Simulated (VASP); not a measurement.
# Ir (P6_3/mmc) in VASP: a series of runs, part 2 of 3

VASP 6.6.1. The steps go on from the part before.

## 4. Single point, BLYP+D3(BJ)

This run uses another cell than the first one, of 14.44 Å³/atom.

File INCAR:

```
PREC     = Accurate       # precision mode
ENCUT    = 520            # plane-wave cutoff, eV
EDIFF    = 1E-6           # SCF threshold, eV
ISMEAR   = 1              # smearing method
SIGMA    = 0.1            # smearing width, eV
LREAL    = False          # projectors in reciprocal space
LASPH    = True           # aspherical terms in the spheres
NELM     = 100            # most SCF steps
ALGO     = Normal         # electronic algorithm
ISIF     = 2              # what is computed and relaxed
LWAVE    = False          # write WAVECAR
LCHARG   = False          # write CHGCAR
GGA      = B5             # functional
ALDAX    = 1.0          
AGGAX    = 1.0          
AGGAC    = 1.0          
ALDAC    = 0.0          
IVDW     = 12             # dispersion correction
VDW_S6   = 1.0          
VDW_S8   = 2.6996       
VDW_A1   = 0.4298       
VDW_A2   = 4.2359       
NBANDS   = 16             # bands
```

File KPOINTS:

```
regular mesh
0
Gamma
  14 14 8
```

File POSCAR:

```
Ir
1.0
    2.7402981895      0.0000000000      0.0000000000
   -1.3701490947      2.3731678460      0.0000000000
    0.0000000000      0.0000000000      4.4421874526
Ir
2
Direct
    0.6666666667      0.3333333333      0.7500000000
    0.3333333333      0.6666666667      0.2500000000
```

Started as:

```
$ cat potpaw_PBE.64/Ir/POTCAR > POTCAR
$ mpirun -np 1 vasp_std > vasp.out
```

Run time: 33 s. Hardware: 1 thread of Intel Xeon Platinum 8488C (Sapphire Rapids), shared host; peak memory 0.18 GiB.

The run converged. Its results:

| Quantity | Value |
| --- | --- |
| Free energy | -17.9965 eV |
| Pressure | 3.1 GPa |
| Band gap on the k mesh | zero (bands 9 and 10 overlap by 3.14 eV) |
| Dispersion energy per atom | -1.688 eV |

Stress tensor (GPa, compression positive):
```
3.00 0.00 0.00
0.00 3.00 0.00
0.00 0.00 3.18
```

Levels at points of the mesh, in eV from the Fermi level:
| k point | band 7 | band 8 | band 9 | band 10 | band 11 | band 12 |
| --- | --- | --- | --- | --- | --- | --- |
| (0.00, 0.00, 0.00) | -3.11 | -2.35 | -2.35 | -0.44 | 0.25 | 0.25 |
| (0.50, 0.00, 0.00) | -2.89 | 0.67 | 0.92 | 1.08 | 2.97 | 4.42 |
| (0.00, 0.00, 0.50) | -3.87 | -3.87 | -0.49 | -0.49 | -0.49 | -0.49 |
| (0.50, 0.00, 0.50) | -0.79 | -0.79 | 0.92 | 0.92 | 2.13 | 2.13 |

Caveat: the cell stands under pressure; the dispersion term is far too large for a dense solid, which distorts pressure and volume; the PAW data sets were made with another functional, which shifts forces and pressure a little; spin-orbit coupling is left out, which moves the levels of the heavy elements.

## 5. Relaxation of cell and atoms, LDA

This run uses another cell than the first one, of 14.63 Å³/atom.

File INCAR:

```
ALGO = Normal
EDIFF = 1E-7
EDIFFG = -0.05
ENCUT = 600
GGA = CA
IBRION = 2
ISIF = 3
ISMEAR = 1
LASPH = True
LCHARG = False
LREAL = False
LWAVE = False
NELM = 80
NSW = 80
PREC = Accurate
SIGMA = 0.1
```

File KPOINTS:

```
k-points
0
Gamma
  14 14 8
```

File POSCAR:

```
Ir
1.0
    2.7513780000      0.0000000000      0.0000000000
   -1.3756890000      2.3827630000      0.0000000000
    0.0000000000      0.0000000000      4.4622900000
Ir
2
Direct
    0.6666666667      0.3333333333      0.7500000000
    0.3333333333      0.6666666667      0.2500000000
```

Potentials or basis: VASP PAW LDA potentials, release 64 (Ir).

Started as:

```
$ cat potpaw_LDA.64/Ir/POTCAR > POTCAR
$ mpirun -np 1 vasp_std > vasp.out
```

OUTCAR:

```text
EDIFF = 1E-7
   EDIFFG = -0.05
   ENCUT = 600
   GGA = CA
   IBRION = 2
   ISIF = 3
   ISMEAR = 1
   LASPH = True
   LREAL = False
   NELM = 80
   NSW = 80
   PREC = Accurate

 ion  position               nearest neighbor table
   1  0.667  0.333  0.750-   2 2.74   2 2.74   2 2.74   2 2.74   2 2.74   2 2.74
   2  0.333  0.667  0.250-   1 2.74   1 2.74   1 2.74   1 2.74   1 2.74   1 2.74

  LATTYP: Found a hexagonal cell.
 ALAT       =     2.7513780000
 C/A-ratio  =     1.6218382207

  Lattice vectors:

 A1 = (   2.7513780000,   0.0000000000,   0.0000000000)
 A2 = (  -1.3756890000,   2.3827630000,   0.0000000000)
 A3 = (   0.0000000000,   0.0000000000,   4.4622900000)

Analysis of symmetry for initial positions (statically):
=====================================================================
 Subroutine PRICEL returns:
 Original cell was already a primitive cell.

 Routine SETGRP: Setting up the symmetry group for a
 hexagonal supercell.

 Subroutine GETGRP returns: Found 24 space group operations
 (whereof 12 operations were pure point group operations)
 out of a pool of 24 trial point group operations.

The static configuration has the point symmetry D_3d.
 The point group associated with its full space group is D_6h.

Analysis of symmetry for dynamics (positions and initial velocities):
=====================================================================
 Subroutine PRICEL returns:
 Original cell was already a primitive cell.

 Routine SETGRP: Setting up the symmetry group for a
 hexagonal supercell.

 Subroutine GETGRP returns: Found 24 space group operations
 (whereof 12 operations were pure point group operations)
 out of a pool of 24 trial point group operations.

The dynamic configuration has the point symmetry D_3d.
 The point group associated with its full space group is D_6h.

 Subroutine INISYM returns: Found 24 space group operations
 (whereof 12 operations are pure point group operations),
 and found     1 'primitive' translations

----------------------------------------------------------------------------------------

                                     Primitive cell

  volume of cell :      29.2542

  direct lattice vectors                    reciprocal lattice vectors
     2.751378000  0.000000000  0.000000000     0.363454240  0.209840425  0.000000000
    -1.375689000  2.382763000  0.000000000     0.000000000  0.419680850  0.000000000
     0.000000000  0.000000000  4.462290000     0.000000000  0.000000000  0.224100182

  length of vectors
     2.751378000  2.751377789  4.462290000     0.419680817  0.419680850  0.224100182

  position of ions in fractional coordinates (direct lattice)
     0.666666667  0.333333333  0.750000000
     0.333333333  0.666666667  0.250000000

  ion indices of the primitive-cell ions
   primitive index   ion index
                 1           1
                 2           2

----------------------------------------------------------------------------------------

 KPOINTS: k-points

Automatic generation of k-mesh.
 Grid dimensions read from file:
 generate k-points for:   14   14    8

 Generating k-lattice:

  Cartesian coordinates                     Fractional coordinates (reciprocal lattice)
     0.025961017  0.014988602  0.000000000     0.071428571  0.000000000  0.000000000
     0.000000000  0.029977204  0.000000000     0.000000000  0.071428571  0.000000000
     0.000000000  0.000000000  0.028012523     0.000000000  0.000000000  0.125000000

  Length of vectors
     0.029977201  0.029977204  0.028012523

  Shift w.r.t. Gamma in fractional coordinates (k-lattice)
     0.000000000  0.000000000  0.000000000

 Subroutine IBZKPT returns following result:
 ===========================================

 Found    120 irreducible k-points:

 Following reciprocal coordinates:
            Coordinates               Weight
  0.000000  0.000000  0.000000      1.000000
  0.071429 -0.000000  0.000000      6.000000
  0.142857 -0.000000  0.000000      6.000000
  0.214286  0.000000  0.000000      6.000000
  0.285714 -0.000000  0.000000      6.000000
  0.357143  0.000000  0.000000      6.000000
[... 16 lines left out ...]
  0.285714  0.285714  0.000000      6.000000
  0.357143  0.285714  0.000000      6.000000
 [... further k-points ...]
   k-points           NKPTS =    120   k-points in BZ     NKDIM =    120   number of bands    NBANDS=     13
   number of dos      NEDOS =    301   number of ions     NIONS =      2
   total plane-waves  NPLWV =  20736
   dimension x,y,z NGX =    24 NGY =   24 NGZ =   36
   dimension x,y,z NGXF=    48 NGYF=   48 NGZF=   72
   ions per type =               2
   NGX,Y,Z   is equivalent  to a cutoff of  14.50, 14.50, 13.41 a.u.
   NGXF,Y,Z  is equivalent  to a cutoff of  29.00, 29.00, 26.82 a.u.
 SYSTEM =  unknown system
   PREC   = accura    normal or accurate (medium, high low for compatibility)
   ISTART =      0    job   : 0-new  1-cont  2-samecut
   ICHARG =      2    charge: 1-file 2-atom 10-const
   ISPIN  =      1    spin polarized calculation?
   LNONCOLLINEAR =      F non collinear calculations
   LSORBIT =      F    spin-orbit coupling
   LASPH  =      T    aspherical Exc in radial PAW
   ENCUT  =  600.0 eV  44.10 Ry    6.64 a.u.   5.50  5.50  8.91*2*pi/ulx,y,z
   NELM   =     80;   NELMIN=  2; NELMDL= -5     # of ELM steps
   EDIFF  = 0.1E-06   stopping-criterion for ELM
   LREAL  =      F    real-space projection
   EDIFFG = -.5E-01   stopping-criterion for IOM
   NSW    =     80    number of steps for IOM
   IBRION =      2    ionic relax: 0-MD 1-quasi-New 2-CG
   NFREE  =      1    steps in history (QN), initial steepest desc. (CG)
   ISIF   =      3    stress and relaxation
   ISYM   =      2    0-nonsym 1-usesym 2-fastsym
   POTIM  = 0.5000    time-step for ionic-motion
   TEBEG  =    0.0;   TEEND  =   0.0 temperature during run
   PSTRESS=    0.0 pullay stress
   NELECT =      18.0000    total number of electrons
   NUPDOWN=      -1.0000    fix difference up-down
   EMIN   =  10.00;   EMAX   =-10.00  energy-range for DOS
   EFERMI =   0.00;   METHOD = LEGACY
   ISMEAR =     1;   SIGMA  =   0.10  broadening in eV -4-tet -1-fermi 0-gaus
   EFERMI_NEDOS =   21; number of points for ismear=-14 and -15
   IALGO  =     38    algorithm
   IMIX   =      4    mixing-type and parameters
     AMIX     =   0.40;   BMIX     =  1.00
     AMIX_MAG =   1.60;   BMIX_MAG =  1.00
  volume/ion in A,a.u.               =      14.63        98.71
  Fermi-wavevector in a.u.,A,eV,Ry     =   1.392417  2.631287 26.379323  1.938826
  Thomas-Fermi vector in A             =   2.516162
   LORBIT       =      0    0 simple, 1 ext, 2 COOP (PROOUT), +10 PAW based schemes
   GGA     = CA    functional components
   LHFCALC =     F    Hartree Fock is set to
   AEXX    =    0.0000 exact exchange contribution
   IVDW    =     0    specifies the selected vdW correction
   LEPSILON=     F    determine dielectric tensor
   LRPA    =     F    only Hartree local field effects (RPA)
 conjugate gradient relaxation of ions
 non-spin polarized calculation
 Methfessel and Paxton  Order N= 1 SIGMA  =   0.10
  energy-cutoff  :      600.00
  volume of cell :       29.25
 maximum number of plane-waves:      1003
 NGX is ok and might be reduce to    24
   NGX = 11   NGY = 11   NGZ = 17

--------------------------------------- Ionic step        1  -------------------------------------------

 number of electron      17.9999998 magnetization

 Free energy of the ion-electron system (eV)
  ---------------------------------------------------
  ext. energy  EPLUGINS =         0.00000000
  ---------------------------------------------------
  free energy    TOTEN  =       -20.42531908 eV

  energy without entropy =      -20.42432921  energy(sigma->0) =      -20.42498912

 E-fermi :   9.8461     XC(G=0): -13.9465

 val. band max:        9.8443758392   @ k =   0.2857   0.0714   0.0000
 cond. band min:       9.8623864022   @ k =   0.2857   0.0714   0.3750
 fundamental gap:      0.0180105629
 Fermi energy:         9.8461495959

 k-point     1 :       0.0000    0.0000    0.0000
  band No.  band energies     occupation
      1      -1.0206      2.00000
      2       1.9910      2.00000
      3       6.0618      2.00000
      4       6.1700      2.00000
      5       6.1700      2.00000
      6       6.7961      2.00000
      7       6.7961      2.00000
      8       7.5627      2.00000
      9       7.5627      2.00000
     10       9.1521      2.00000
     11      10.1026     -0.00173
     12      10.1026     -0.00173
     13      16.6178      0.00000
[... 473 lines left out ...]
  energy  without entropy=      -20.4892788066  energy(sigma->0) =      -20.49002495

--------------------------------------- Ionic step        4  -------------------------------------------

 number of electron      18.0000001 magnetization

 Free energy of the ion-electron system (eV)
  ---------------------------------------------------
  ext. energy  EPLUGINS =         0.00000000
  ---------------------------------------------------
  free energy    TOTEN  =       -20.49077563 eV

  energy without entropy =      -20.48964953  energy(sigma->0) =      -20.49040026

 E-fermi :  10.6187     XC(G=0): -14.1964

 val. band max:       10.6145825891   @ k =   0.2857   0.0714   0.0000
 cond. band min:      10.6287448647   @ k =   0.2857   0.0714   0.3750
 fundamental gap:      0.0141622757
 Fermi energy:        10.6187282994

 k-point     1 :       0.0000    0.0000    0.0000
  band No.  band energies     occupation
      1      -0.7264      2.00000
      2       2.2926      2.00000
      3       6.5699      2.00000
      4       6.6752      2.00000
      5       6.6752      2.00000
      6       7.3507      2.00000
      7       7.3507      2.00000
      8       8.1681      2.00000
      9       8.1681      2.00000
     10       9.8045      2.00000
     11      10.8891     -0.00089
     12      10.8891     -0.00089
     13      17.7990      0.00000
[... 397 lines left out ...]
  FREE ENERGIE OF THE ION-ELECTRON SYSTEM (eV)
  ---------------------------------------------------
  free  energy   TOTEN  =       -20.4907756288 eV

  energy  without entropy=      -20.4896495250  energy(sigma->0) =      -20.49040026

 reached required accuracy - stopping structural energy minimisation
```

CONTCAR:

```text
Ir
   1.00000000000000
     2.7121618288032834   -0.0000000000000000    0.0000000000000000
    -1.3560809144016417    2.3488008099128130    0.0000000000000000
     0.0000000000000000    0.0000000000000000    4.3971583162708647
  Ir
     2
Direct
     0.6666666667000030    0.3333333332999970    0.7500000000000000
     0.3333333332999970    0.6666666667000030    0.2500000000000000

  0.00000000E+00  0.00000000E+00  0.00000000E+00
  0.00000000E+00  0.00000000E+00  0.00000000E+00
```

Wall time 67 s (1 thread of Intel Xeon Platinum 8488C (Sapphire Rapids), shared host); peak memory 0.2 GiB.

Results:

- Free energy: -20.4908 eV
- Relaxed volume: 14.01 Å³/atom
- Relaxed cell: a = 2.712 Å, b = 2.712 Å, c = 4.397 Å, α = 90.00°, β = 90.00°, γ = 120.00°
- Space group after relaxing (to 0.1 Å): P6_3/mmc (No. 194)
- Pressure after relaxing: -0.3 GPa
- Band gap on the k mesh: zero (bands 9 and 10 overlap by 3.41 eV)

Stress tensor (GPa, compression positive):
```
-0.40  0.00  0.00
 0.00 -0.40  0.00
 0.00  0.00 -0.22
```

Final structure:
```xyz
2
Lattice="2.7122 0.0000 0.0000 -1.3561 2.3488 0.0000 0.0000 0.0000 4.3972" Properties=species:S:1:pos:R:3 pbc="T T T"
Ir    1.3561    0.7829    3.2979
Ir    0.0000    1.5659    1.0993
```

Levels at points of the mesh, in eV from the Fermi level:
| k point | band 5 | band 6 | band 7 | band 8 | band 9 | band 10 | band 11 | band 12 | band 13 |
| --- | --- | --- | --- | --- | --- | --- | --- | --- | --- |
| (0.00, 0.00, 0.00) | -3.94 | -3.27 | -3.27 | -2.45 | -2.45 | -0.81 | 0.27 | 0.27 | 7.18 |
| (0.50, 0.00, 0.00) | -3.65 | -3.50 | -3.06 | 0.73 | 1.00 | 1.16 | 3.02 | 4.49 | 8.33 |
| (0.00, 0.00, 0.50) | -4.07 | -4.07 | -4.07 | -4.07 | -0.49 | -0.49 | -0.49 | -0.49 | 13.66 |
| (0.50, 0.00, 0.50) | -2.20 | -2.20 | -0.99 | -0.99 | 0.98 | 0.98 | 2.06 | 2.06 | 7.79 |

Caveat: spin-orbit coupling is left out, which moves the levels of the heavy elements.

## 6. Relaxation of cell and atoms, BLYP+D3(BJ)

This run uses another cell than the first one, of 14.63 Å³/atom.

File INCAR:

```
PREC = Accurate
ENCUT = 600
EDIFF = 1E-6
ISMEAR = 1
SIGMA = 0.1
LREAL = F
LASPH = T
NELM = 80
ALGO = Normal
ISIF = 3
LWAVE = F
LCHARG = F
GGA = B5
ALDAX = 1.0
AGGAX = 1.0
AGGAC = 1.0
ALDAC = 0.0
IVDW = 12
VDW_S6 = 1.0
VDW_S8 = 2.6996
VDW_A1 = 0.4298
VDW_A2 = 4.2359
IBRION = 2
NSW = 80
EDIFFG = -0.05
```

File KPOINTS:

```
Automatic mesh
0
Gamma
  14 14 8
```

POSCAR is that of step 5.

Potentials or basis: VASP PAW PBE potentials, release 64 (Ir).

Started as:

```
$ cat potpaw_PBE.64/Ir/POTCAR > POTCAR
$ mpirun -np 1 vasp_std > vasp.out
```

It took 70 s on 1 thread of Intel Xeon Platinum 8488C (Sapphire Rapids), shared host; peak memory 0.2 GiB.

Results (log left out):

- Free energy: -17.9988 eV
- Relaxed volume: 14.57 Å³/atom
- Relaxed cell: a = 2.748 Å, b = 2.748 Å, c = 4.456 Å, α = 90.00°, β = 90.00°, γ = 120.00°
- Space group after relaxing (to 0.1 Å): P6_3/mmc (No. 194)
- Energy gained by relaxing: 0.2 meV/atom
- Ionic steps: 3
- Pressure after relaxing: 0.0 GPa
- Band gap on the k mesh: zero (bands 9 and 10 overlap by 3.09 eV)
- Dispersion energy per atom: -1.673 eV

Step by step:
```csv
step,energy change (eV),largest force (eV/Å),pressure (GPa),volume (Å³)
1,0.0000,0.0000,-1.30,29.25
2,0.0053,0.0000,4.85,28.75
3,-0.0005,0.0000,0.00,29.14
```

Final structure:
```xyz
2
Lattice="2.7480 0.0000 0.0000 -1.3740 2.3798 0.0000 0.0000 0.0000 4.4563" Properties=species:S:1:pos:R:3 pbc="T T T"
Ir    1.3740    0.7933    3.3423
Ir    0.0000    1.5866    1.1141
```

Levels at points of the mesh, in eV from the Fermi level:
```csv
k point,band 6,band 7,band 8,band 9,band 10,band 11,band 12,band 13
"(0.00, 0.00, 0.00)",-3.07,-3.07,-2.31,-2.31,-0.42,0.25,0.25,6.86
"(0.50, 0.00, 0.00)",-3.14,-2.86,0.66,0.91,1.06,2.94,4.38,8.22
"(0.00, 0.00, 0.50)",-3.81,-3.81,-3.81,-0.48,-0.48,-0.48,-0.48,13.92
"(0.50, 0.00, 0.50)",-2.05,-0.77,-0.77,0.90,0.90,2.11,2.11,7.49
```

Caveat: the dispersion term is far too large for a dense solid, which distorts pressure and volume; the PAW data sets were made with another functional, which shifts forces and pressure a little; spin-orbit coupling is left out, which moves the levels of the heavy elements.

(Part 2 of 3 ends here.)
